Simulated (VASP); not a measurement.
## Sn4P11: single point with PBE

Sn4P11:

```
Sn P
1.0
     6.91095   -0.14771    0.05592
    -0.14771    6.82793   -0.27612
     0.05592   -0.27612    6.81732
Sn P
4 11
Cartesian
  5.4237 3.2777 0.2028
  2.1444 0.5114 4.4403
  5.2200 0.9638 4.1756
  1.7854 3.3207 -0.3737
  3.3167 5.0679 1.2515
  2.3333 3.6494 2.4261
  6.3504 4.3806 4.9520
  3.3825 1.0182 6.7183
  0.2405 2.8609 3.1682
  0.2944 1.4278 1.3929
  2.6087 4.6291 4.4660
  6.9281 6.1783 6.1969
  0.1688 5.8596 1.4777
  5.4170 0.0017 1.2059
  4.4989 5.2093 3.8312
```

| Quantity | Value |
| --- | --- |
| Program | VASP 6.6.1 |
| Task | single point |
| Functional | PBE |
| Potentials or basis | VASP PAW PBE potentials, release 64 (Sn_d, P) |
| Cutoff | 520 eV |
| k mesh | 1 × 1 × 1, shifted |
| Occupations | fermi-dirac, width 0.1034 eV |
| Spin | no spin polarisation |
| Dipole correction | no |
| Further INCAR settings | LREAL = Auto; ALGO = Normal; EDIFF = 1e-07; NBANDS = 68; ISYM = 0 |

```
Pressure      : 2.6 GPa
Largest force : 2.076 eV/Å
```

Forces in eV/Å, atoms in the order of the input:
```
Sn  -0.498 -0.070  0.530
Sn  -0.241  0.067 -0.344
Sn  -0.156  0.326  0.009
Sn   0.073  0.717  0.289
P    0.321  0.705 -0.720
P   -0.238 -0.314  2.038
P    0.304 -0.014 -0.384
P    0.832 -0.187 -0.755
P   -1.042 -0.434  0.013
P    0.222 -0.647  0.333
P   -0.859 -0.918 -0.283
P   -0.418 -0.140  0.029
P    0.603  0.435 -0.028
P   -0.598  0.283  0.141
P    1.693  0.191 -0.869
```

Stress tensor (GPa, compression positive):
```
2.89 3.58 2.23
3.58 3.59 0.48
2.23 0.48 1.33
```

Levels at points of the mesh, in eV from the Fermi level:
| k point | band 53 | band 54 | band 55 | band 56 | band 57 | band 58 |
| --- | --- | --- | --- | --- | --- | --- |
| (0.25, 0.25, 0.25) | -1.16 | -0.94 | -0.64 | 0.03 | 0.25 | 0.79 |

Wall time 35 s on 1 thread of Intel(R) Xeon(R) 6975P-C (Granite Rapids) (shared host), peak memory 0.36 GiB.

Caveat: the k points lie up to 0.92 Å⁻¹ apart; spin-orbit coupling is left out, which moves the levels of the heavy elements.
